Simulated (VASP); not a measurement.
# MoS2 (P6_3/mmc) in VASP: further runs, part 2 of 3

VASP 6.6.1.

## 3. Electric field gradients, PBE, collinear spin

File INCAR:

```
SYSTEM = MoS2
PREC = Accurate
ENCUT = 400
EDIFF = 1E-8
ISMEAR = 1
SIGMA = 0.01
LREAL = .False.
LASPH = .True.
NELM = 200
ALGO = Normal
ISIF = 2
LWAVE = .False.
LCHARG = .False.
ISPIN = 2
MAGMOM = 2 2 0 0 0 0
LORBIT = 11
LMAXMIX = 4
GGA = PE
LEFG = .True.
NBANDS = 39
GGA_COMPAT = .False.
```

File KPOINTS:

```
Automatic mesh
0
Gamma
  11 11 3
  0 0 0
```

File POSCAR:

```
MoS2
1.0
    3.1690000000      0.0000000000      0.0000000000
   -1.5845000000      2.7444345046      0.0000000000
    0.0000000000      0.0000000000     12.3240000000
Mo S
2 4
Direct
    0.3333333333      0.6666666667      0.2500000000
    0.6666666667      0.3333333333      0.7500000000
    0.3333333333      0.6666666667      0.6230000000
    0.6666666667      0.3333333333      0.1230000000
    0.3333333333      0.6666666667      0.8770000000
    0.6666666667      0.3333333333      0.3770000000
```

Potentials or basis: VASP PAW PBE potentials, release 64 (Mo_sv, S).

The run is started by

```
$ cat potpaw_PBE.64/Mo_sv/POTCAR potpaw_PBE.64/S/POTCAR > POTCAR
$ mpirun -np 1 vasp_std > vasp.out
```

OUTCAR:

```text
SYSTEM = MoS2
   PREC = Accurate
   ENCUT = 400
   EDIFF = 1E-8
   ISMEAR = 1
   LREAL = .False.
   LASPH = .True.
   NELM = 200
   ISIF = 2
   ISPIN = 2
   LORBIT = 11
   GGA = PE

 ion  position               nearest neighbor table
   1  0.333  0.667  0.250-   4 2.41   6 2.41   4 2.41   6 2.41   4 2.41   6 2.41
   2  0.667  0.333  0.750-   3 2.41   5 2.41   3 2.41   5 2.41   3 2.41   5 2.41
   3  0.333  0.667  0.623-   2 2.41   2 2.41   2 2.41
   4  0.667  0.333  0.123-   1 2.41   1 2.41   1 2.41
   5  0.333  0.667  0.877-   2 2.41   2 2.41   2 2.41
   6  0.667  0.333  0.377-   1 2.41   1 2.41   1 2.41

  LATTYP: Found a hexagonal cell.
 ALAT       =     3.1690000000
 C/A-ratio  =     3.8889239508

  Lattice vectors:

 A1 = (   3.1690000000,   0.0000000000,   0.0000000000)
 A2 = (  -1.5845000000,   2.7444345046,   0.0000000000)
 A3 = (   0.0000000000,   0.0000000000,  12.3240000000)

Analysis of symmetry for initial positions (statically):
=====================================================================
 Subroutine PRICEL returns:
 Original cell was already a primitive cell.

 Routine SETGRP: Setting up the symmetry group for a
 hexagonal supercell.

 Subroutine GETGRP returns: Found 24 space group operations
 (whereof 12 operations were pure point group operations)
 out of a pool of 24 trial point group operations.

The static configuration has the point symmetry D_3d.
 The point group associated with its full space group is D_6h.

Analysis of symmetry for dynamics (positions and initial velocities):
=====================================================================
 Subroutine PRICEL returns:
 Original cell was already a primitive cell.

 Routine SETGRP: Setting up the symmetry group for a
 hexagonal supercell.

 Subroutine GETGRP returns: Found 24 space group operations
 (whereof 12 operations were pure point group operations)
 out of a pool of 24 trial point group operations.

The dynamic configuration has the point symmetry D_3d.
 The point group associated with its full space group is D_6h.

Analysis of structural, dynamic, and magnetic symmetry:
=====================================================================
 Subroutine PRICEL returns:
 Original cell was already a primitive cell.

 Routine SETGRP: Setting up the symmetry group for a
 hexagonal supercell.

 Subroutine GETGRP returns: Found 24 space group operations
 (whereof 12 operations were pure point group operations)
 out of a pool of 24 trial point group operations.

The overall configuration has the point symmetry D_3d.
 The point group associated with its full space group is D_6h.

 Subroutine INISYM returns: Found 24 space group operations
 (whereof 12 operations are pure point group operations),
 and found     1 'primitive' translations

----------------------------------------------------------------------------------------

                                     Primitive cell

  volume of cell :     107.1832

  direct lattice vectors                    reciprocal lattice vectors
     3.169000000  0.000000000  0.000000000     0.315556958  0.182186895  0.000000000
    -1.584500000  2.744434505  0.000000000     0.000000000  0.364373789  0.000000000
[... 1141 lines left out ...]
 k-point     1 :       0.0000    0.0000    0.0000
  band No.  band energies     occupation
      1     -54.0146      1.00000
      2     -54.0146      1.00000
      3     -28.1669      1.00000
      4     -28.1663      1.00000
      5     -27.9474      1.00000
      6     -27.9474      1.00000
[... 973 lines left out ...]
     37      16.0909      0.00000
     38      16.1949      0.00000

 [... further k-points ...]

 [bands above 38 left out]

------------------------ aborting loop because EDIFF is reached ----------------------------------------

  FORCE on cell =-STRESS in cart. coord.  units (eV):
  Direction    XX          YY          ZZ          XY          YZ          ZX
  --------------------------------------------------------------------------------------
  -------------------------------------------------------------------------------------
  Total        0.9816860      0.9816860      1.2258557      0.0000000      0.0000000      0.0000000
  in kB       14.6742664     14.6742664     18.3241203      0.0000000      0.0000000      0.0000000
  external PRESSURE =      15.8908844 kB  Pullay stress =       0.0000000 kB

 VOLUME and BASIS-vectors are now :
 -----------------------------------------------------------------------------
  energy-cutoff  :      400.00
  volume of cell :      107.18
      direct lattice vectors                 reciprocal lattice vectors
     3.169000000  0.000000000  0.000000000     0.315556958  0.182186895  0.000000000
    -1.584500000  2.744434505  0.000000000     0.000000000  0.364373789  0.000000000
     0.000000000  0.000000000 12.324000000     0.000000000  0.000000000  0.081142486

 POSITION                                       TOTAL-FORCE (eV/Angst)
 -----------------------------------------------------------------------------------
     -0.00000      1.82962      3.08100         0.000000     -0.000000      0.000000
      1.58450      0.91481      9.24300        -0.000000      0.000000      0.000000
     -0.00000      1.82962      7.67785         0.000000      0.000000      0.074833
      1.58450      0.91481      1.51585        -0.000000      0.000000      0.074833
     -0.00000      1.82962     10.80815         0.000000     -0.000000     -0.074833
      1.58450      0.91481      4.64615        -0.000000     -0.000000     -0.074833
 -----------------------------------------------------------------------------------
    total drift:                               -0.000000      0.000000     -0.000000

  FREE ENERGIE OF THE ION-ELECTRON SYSTEM (eV)
  ---------------------------------------------------
  free  energy   TOTEN  =       -43.6077250933 eV

  energy  without entropy=      -43.6077250933  energy(sigma->0) =      -43.60772509

 Electric field gradients (V/A^2)
---------------------------------------------------------------------
 ion       V_xx      V_yy      V_zz      V_xy      V_xz      V_yz
---------------------------------------------------------------------
   1      39.351    39.350   -78.700    -0.001     0.000    -0.000
   2      39.351    39.350   -78.700    -0.001    -0.000     0.000
   3      25.872    25.872   -51.744     0.000    -0.000     0.000
   4      25.872    25.872   -51.744     0.000     0.000    -0.000
   5      25.872    25.872   -51.744     0.000     0.000    -0.000
   6      25.872    25.872   -51.744     0.000    -0.000     0.000
---------------------------------------------------------------------

 Electric field gradients after diagonalization (V/A^2)
 (convention: |V_zz| > |V_xx| > |V_yy|)
----------------------------------------------------------------------
 ion       V_xx      V_yy      V_zz     asymmetry (V_yy - V_xx)/ V_zz
----------------------------------------------------------------------
   1      39.351    39.349   -78.700       0.000
   2      39.351    39.349   -78.700       0.000
   3      25.872    25.871   -51.744       0.000
   4      25.872    25.871   -51.744       0.000
   5      25.872    25.871   -51.744       0.000
   6      25.872    25.871   -51.744       0.000
----------------------------------------------------------------------

           NMR quadrupolar parameters

 Cq : quadrupolar parameter    Cq=e*Q*V_zz/h
 eta: asymmetry parameters     (V_yy - V_xx)/ V_zz
 Q  : nuclear electric quadrupole moment in mb (millibarn)
----------------------------------------------------------------------
 ion       Cq(MHz)       eta       Q (mb)
----------------------------------------------------------------------
   1      -0.190       0.000       1.000
   2      -0.190       0.000       1.000
   3      -0.125       0.000       1.000
   4      -0.125       0.000       1.000
   5      -0.125       0.000       1.000
   6      -0.125       0.000       1.000
----------------------------------------------------------------------

 total charge

# of ion       s       p       d       tot
------------------------------------------
    1        2.291   6.220   3.944  12.455
    2        2.291   6.220   3.944  12.455
    3        1.365   2.337   0.000   3.702
    4        1.365   2.337   0.000   3.702
    5        1.365   2.337   0.000   3.702
    6        1.365   2.337   0.000   3.702
--------------------------------------------------
tot         10.041  21.790   7.887  39.719

 magnetization (x)

# of ion       s       p       d       tot
------------------------------------------
    1       -0.000  -0.000   0.000   0.000
    2       -0.000  -0.000   0.000   0.000
    3        0.000   0.000   0.000   0.000
    4        0.000   0.000   0.000   0.000
    5        0.000   0.000   0.000   0.000
    6        0.000   0.000   0.000   0.000
--------------------------------------------------
tot          0.000   0.000   0.000   0.000
```

Wall time 3.8 min (1 thread of Intel Xeon Platinum 8488C (Sapphire Rapids), shared host); peak memory 0.3 GiB.

What came out:

```yaml
Free_energy: -43.6077 eV
Pressure: 1.6 GPa
Largest_force: 0.075 eV/Å
Band_gap_on_the_k_mesh: 0.89 eV (least direct gap 1.82 eV)
Net_moment: 0.00 μB per cell
Largest_electric_field_gradient_by_atom: Mo -78.7; S -51.7 V/Å²
Valence_electrons_inside_the_program's_atomic_spheres: Mo 12.46; S 3.70
```

Forces on the atoms (eV/Å):
```
Mo   0.000  0.000  0.000
Mo   0.000  0.000  0.000
S    0.000  0.000  0.075
S    0.000  0.000  0.075
S    0.000  0.000 -0.075
S    0.000  0.000 -0.075
```

Levels at points of the mesh, in eV from the valence-band top:
Spin up:
| k point | band 22 | band 23 | band 24 | band 25 | band 26 | band 27 | band 28 | band 29 | band 30 | band 31 |
| --- | --- | --- | --- | --- | --- | --- | --- | --- | --- | --- |
| (0.00, 0.00, 0.00) | -2.12 | -2.12 | -1.18 | -1.14 | 0.00 | 2.11 | 2.11 | 2.14 | 2.14 | 2.27 |
Spin down:
```csv
k point,band 24,band 25,band 26,band 27,band 28,band 29
"(0.00, 0.00, 0.00)",-1.18,-1.14,0.00,2.11,2.11,2.14
```

Electric field gradients, principal values (V/Å²):
```tsv
atom	least	middle	greatest (by size)
1 Mo	39.349	39.351	-78.700
2 Mo	39.349	39.351	-78.700
3 S	25.871	25.872	-51.744
4 S	25.871	25.872	-51.744
5 S	25.871	25.872	-51.744
6 S	25.871	25.872	-51.744
```

Caveat: without QUAD_EFG the Cq values of the log hold for a quadrupole moment of 1 mb, not for the nuclei; an odd mesh through Γ misses points on the zone boundary, where band edges can lie; this functional lacks dispersion, which binds the layers, so the pressure and a relaxed spacing across them are unreliable.

(Continued in part 3 of 3.)
